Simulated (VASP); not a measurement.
Set up this calculation in VASP 6.6.1, as the native input.

- Task: single point
- Functional: PBE
- Potentials or basis: VASP PAW PBE potentials, release 64 (Al, Mg, N, H)
- Cutoff: 520 eV
- k mesh: 1 × 1 × 1, shifted
- Occupations: gaussian, width 0.01 eV
- Spin: no spin polarisation
- Dipole correction: no
- Further INCAR settings: LREAL = Auto; ALGO = Normal; EDIFF = 1e-06; NBANDS = 86; ISYM = -1

The structure of MgAl15HN16 (a cell with a defect) lies in POSCAR:

```
MgAl15HN16
1.0
    6.2595139128      0.0000000578      0.0000000000
   -3.1297570064      5.4208980350      0.0000000000
    0.0000000000      0.0000000000     10.0348065929
Al Mg N H
15 1 16 1
Direct
    0.3298626142      0.1701843695      0.2369666096
    0.3329185744      0.1670712661      0.7535165953
    0.1644137597      0.3356419183      0.9976328415
    0.3323663586      0.6700915162      0.2497140854
    0.1533312472      0.8150029067      0.5057446209
    0.3325873501      0.6637219223      0.7516794206
    0.1642019569      0.8329431990      0.9995675418
    0.8299838604      0.1677082590      0.2496906969
    0.6850935365      0.3466955775      0.5057190026
    0.8361317738      0.1673145106      0.7516799607
    0.6670962042      0.3358726340      0.9995722725
    0.8314314480      0.6685503857      0.2493504386
    0.6628124605      0.8371846878      0.5006245237
    0.8313400879      0.6687229502      0.7524062444
    0.6649001094      0.8351515634      1.0006772518
    0.1707417653      0.3292326087      0.4980255304
    0.3502468664      0.1498238383      0.4309249095
    0.1644663309      0.3356767249      0.1891550285
    0.3317902969      0.1682308908      0.9432243675
    0.1692518290      0.3304850800      0.7000616595
    0.3382762414      0.6843104351      0.4363813213
    0.1640635833      0.8327013001      0.1882270162
    0.3316699254      0.6708189426      0.9413081602
    0.1662274613      0.8314021822      0.6924868536
    0.8156615318      0.1616565747      0.4363487769
    0.6672145682      0.3358345695      0.1882189538
    0.8291943199      0.1683717397      0.9413230370
    0.6686631839      0.3338356759      0.6924729787
    0.8296172685      0.6704142331      0.4401131674
    0.6665979348      0.8334529894      0.1892598368
    0.8302885555      0.6697183649      0.9405242430
    0.6668961913      0.8328918643      0.6910874614
    0.4442628044      0.0556823191      0.4045605921
```

The input as run:

INCAR

```
SYSTEM = MgAl15HN16
PREC = Accurate ; ENCUT = 520
EDIFF = 1E-6 ; ISMEAR = 0
SIGMA = 0.01 ; LREAL = Auto
LASPH = .TRUE. ; NELM = 120
ALGO = Normal ; ISIF = 2
LWAVE = .FALSE. ; LCHARG = .FALSE.
GGA = PE ; NBANDS = 86
GGA_COMPAT = .FALSE. ; ISYM = -1
```

KPOINTS

```
explicit points
1
Reciprocal
  0.25000000   0.25000000   0.25000000 1
```

Potentials or basis: VASP PAW PBE potentials, release 64 (Al, Mg, N, H).

Launch:

```sh
$ cat potpaw_PBE.64/Al/POTCAR potpaw_PBE.64/Mg/POTCAR potpaw_PBE.64/N/POTCAR potpaw_PBE.64/H/POTCAR > POTCAR
$ mpirun -np 1 vasp_std > vasp.out
```

Results of the run:

The pressure is 3.1 GPa and the largest force is 0.043 eV/Å. The band gap on the k mesh is 5.45 eV.

Run time: 84 s on 1 thread of Intel(R) Xeon(R) Platinum 8259CL CPU @ 2.50GHz (Skylake/Cascade Lake) (shared host), peak memory 0.43 GiB.
